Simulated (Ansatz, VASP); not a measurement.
# One calculation of Al3GaN4, two programs

The input POSCAR:

```
Al3GaN4
1.0
   -5.0380822009      0.0000000000     -0.0000609628
    0.0000000000     -3.1249488261      0.0000000000
   -0.0065845098      0.0000000000     11.0707859611
Al Ga N
6 2 8
Direct
    0.4998024567      0.5000000000      0.8153401771
    0.4997880002      0.5000000000      0.3266311550
    0.9993364867      0.5000000000      0.1642071781
    0.9993509432      0.5000000000      0.6529162002
    0.9990221693      1.0000000000      0.8956787548
    0.9990077128      1.0000000000      0.4069697327
    0.5005077312      1.0000000000      0.0817632012
    0.5005221877      1.0000000000      0.5704722233
    0.8892954416      1.0000000000      0.0818182044
    0.8893098981      1.0000000000      0.5705272266
    0.8773485272      0.5000000000      0.8152801719
    0.8773340707      0.5000000000      0.3265711498
    0.3745913417      0.5000000000      0.1670314614
    0.3746057981      0.5000000000      0.6557404836
    0.3766126248      1.0000000000      0.8928541563
    0.3765981683      1.0000000000      0.4041451341
```

INCAR.step1

```
SYSTEM = Al3GaN4
ALGO = Normal
EDIFF = 1E-4
ENCUT = 520
GGA = PE
ISMEAR = 0
LASPH = .True.
LCHARG = .False.
LREAL = Auto
LWAVE = .True.
NBANDS = 56
NELM = 80
PREC = Accurate
SIGMA = 0.05
```

The input INCAR.step2:

```
SYSTEM = Al3GaN4
ALGO = Normal
EDIFF = 1E-6
ENCUT = 520
ISIF = 2
ISMEAR = 0
ISTART = 1
LASPH = .True.
LCHARG = .False.
LMIXTAU = .True.
LREAL = Auto
LWAVE = .False.
METAGGA = R2SCAN
NBANDS = 56
NELM = 80
PREC = Accurate
SIGMA = 0.05
```

The input KPOINTS:

```
k-points
0
Gamma
  5 7 2
  0 0 0
```

Input for Ansatz:

```yaml
crystal:
  lattice:
    - [-5.0380822009, 0.0, -6.09628e-05]
    - [0.0, -3.1249488261, 0.0]
    - [-0.0065845098, 0.0, 11.0707859611]
  atoms:
    - { symbol: Al, position: [0.4998024567, 0.5, 0.8153401771] }
    - { symbol: Al, position: [0.4997880002, 0.5, 0.326631155] }
    - { symbol: Al, position: [0.9993364867, 0.5, 0.1642071781] }
    - { symbol: Al, position: [0.9993509432, 0.5, 0.6529162002] }
    - { symbol: Al, position: [0.9990221693, 1.0, 0.8956787548] }
    - { symbol: Al, position: [0.9990077128, 1.0, 0.4069697327] }
    - { symbol: Ga, position: [0.5005077312, 1.0, 0.0817632012] }
    - { symbol: Ga, position: [0.5005221877, 1.0, 0.5704722233] }
    - { symbol: "N", position: [0.8892954416, 1.0, 0.0818182044] }
    - { symbol: "N", position: [0.8893098981, 1.0, 0.5705272266] }
    - { symbol: "N", position: [0.8773485272, 0.5, 0.8152801719] }
    - { symbol: "N", position: [0.8773340707, 0.5, 0.3265711498] }
    - { symbol: "N", position: [0.3745913417, 0.5, 0.1670314614] }
    - { symbol: "N", position: [0.3746057981, 0.5, 0.6557404836] }
    - { symbol: "N", position: [0.3766126248, 1.0, 0.8928541563] }
    - { symbol: "N", position: [0.3765981683, 1.0, 0.4041451341] }
basis:
  ecutwfc: 500
kpoints:
  mp_grid: { grid: [5, 7, 2] }
hamiltonian:
  xc: r2scan
scf:
  occupations: { method: gaussian, width: 0.05 }
output:
  forces: true
  stress: true
  eigenvalues: true
```

Alike in both runs: task single point; functional r2SCAN; k mesh 5 × 7 × 2; occupations gaussian, width 0.05 eV; no spin polarisation.

```csv
,VASP,Ansatz
version,VASP 6.6.1,Ansatz 0.2.0
potentials or method,"VASP PAW PBE potentials, release 64 (Al, Ga_d, N), cutoff 520 eV","scalar-relativistic, plane waves, PAW"
valence electrons in the cell,84,84
```

VASP gave:

- gap on the k mesh at the Fermi level (eV): 3.88
- least direct gap on the mesh (eV): 3.88
- pressure (GPa): -3.2
- traceless stress, the component that is largest in VASP (GPa): -4.77
- rms of the force components (eV/Å): 0.412

**Question.** What did Ansatz give for the same quantities?

**Answer.** gap on the k mesh at the Fermi level (eV): 3.86; least direct gap on the mesh (eV): 3.86; pressure (GPa): -3.2; traceless stress, the component that is largest in VASP (GPa): -4.68; rms of the force components (eV/Å): 0.411.

VASP's potentials were made for PBE, not for r2SCAN. Atom by atom the forces differ by 0.028 eV/Å (rms over components).
